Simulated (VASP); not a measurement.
Write the native input for VASP 6.6.1 that does the following.

| Quantity | Value |
| --- | --- |
| Task | single point |
| Functional | HF |
| Potentials or basis | VASP PAW PBE potentials, release 64 (P, B_h) |
| Cutoff | 1000 eV |
| k mesh | 5 × 5 × 5 |
| Occupations | fermi-dirac, width 0.05 eV |
| Spin | no spin polarisation |
| Dipole correction | no |
| Grid for exact exchange (PRECFOCK) | Normal |
| Further INCAR settings | ALGO = Normal; EDIFF = 1e-06; NBANDS = 11 |
| Share of exact exchange | 1 |

Crystal: BP.

```
P B
1.0
     0.00000    2.26900    2.26900
     2.26900    0.00000    2.26900
     2.26900    2.26900    0.00000
P B
1 1
Cartesian
  3.4035 3.4035 3.4035
  0.0000 0.0000 0.0000
```

One way to write it, as run:

POSCAR

```
BP
1.0
    0.0000000000      2.2690000000      2.2690000000
    2.2690000000      0.0000000000      2.2690000000
    2.2690000000      2.2690000000      0.0000000000
P B
1 1
Direct
    0.7500000000      0.7500000000      0.7500000000
    0.0000000000      0.0000000000      0.0000000000
```

INCAR.step1

```
PREC = Accurate
ENCUT = 1000
EDIFF = 1E-5
ISMEAR = -1
SIGMA = 0.05
LREAL = False
LASPH = True
NELM = 120
ALGO = Normal
ISIF = 2
LWAVE = True
LCHARG = False
GGA = PE
NBANDS = 11
GGA_COMPAT = False
```

INCAR.step2

```
PREC = Accurate
ENCUT = 1000
EDIFF = 1E-6
ISMEAR = -1
SIGMA = 0.05
LREAL = False
LASPH = True
NELM = 120
ALGO = Normal
ISIF = 2
LWAVE = False
LCHARG = False
GGA = PE
LHFCALC = True
AEXX = 1.0
ALDAC = 0.0
AGGAC = 0.0
PRECFOCK = Normal
ISTART = 1
NBANDS = 11
GGA_COMPAT = False
```

KPOINTS

```
Automatic mesh
0
Gamma
  5 5 5
```

Potentials or basis: VASP PAW PBE potentials, release 64 (P, B_h).

Run with:

```console
$ cat potpaw_PBE.64/P/POTCAR potpaw_PBE.64/B_h/POTCAR > POTCAR
$ cp INCAR.step1 INCAR
$ mpirun -np 1 vasp_std > vasp.out
$ cp INCAR.step2 INCAR
$ mpirun -np 1 vasp_std > vasp.out
```

It gave:

| Quantity | Value |
| --- | --- |
| Pressure | 3.7 GPa |
| Band gap on the k mesh | 8.06 eV (least direct gap 10.95 eV) |

Caveat: the k points lie up to 0.48 Å⁻¹ apart; the PAW data sets were made with another functional, which shifts forces and pressure a little; an odd mesh through Γ misses points on the zone boundary, where band edges can lie.

It took 6.4 min on 1 thread of Intel(R) Xeon(R) Platinum 8375C CPU @ 2.90GHz (Ice Lake) (shared host), peak memory 0.21 GiB.
